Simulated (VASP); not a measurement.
SrVO3:

```
CELL_PARAMETERS angstrom
3.84250 0.00000 0.00000
0.00000 3.84250 0.00000
0.00000 0.00000 3.84250
ATOMIC_POSITIONS crystal
Sr 0.00000 0.00000 0.00000
V 0.50000 0.50000 0.50000
O 0.50000 0.00000 0.50000
O 0.00000 0.50000 0.50000
O 0.50000 0.50000 0.00000
```

Base run:

| Property | Result |
| --- | --- |
| Program | VASP 6.6.1 |
| Functional | PBE |
| Potentials or basis | VASP PAW PBE potentials, release 64 (Sr_sv, V_sv, O) |
| Cutoff | 520 eV |
| k mesh | 5 × 5 × 5 |
| Occupations | fermi-dirac, width 0.1 eV |
| Spin | collinear spin, ferromagnetic start |
| Starting moments | [0.0, 0.71, 0.0, 0.0, 0.0] μB |
| Fixed moment | 0.71 μB |
| Hubbard terms | V d U = 6.2 eV |

Its results: pressure 10.1 GPa; site moments Sr -0.00; V +0.90; O -0.07 μB.

**Question.** The run is repeated on the same cell with these changes: fixed moment from 0.71 μB to 0.24 μB; moments at the start from [0.0, 0.71, 0.0, 0.0, 0.0] to [0.0, 0.24, 0.0, 0.0, 0.0]. What comes out?

**Answer.** Pressure 9.0 GPa; site moments Sr -0.00; V +0.31; O -0.02 μB.

Caveats: the total moment is fixed, so each spin has its own Fermi level.
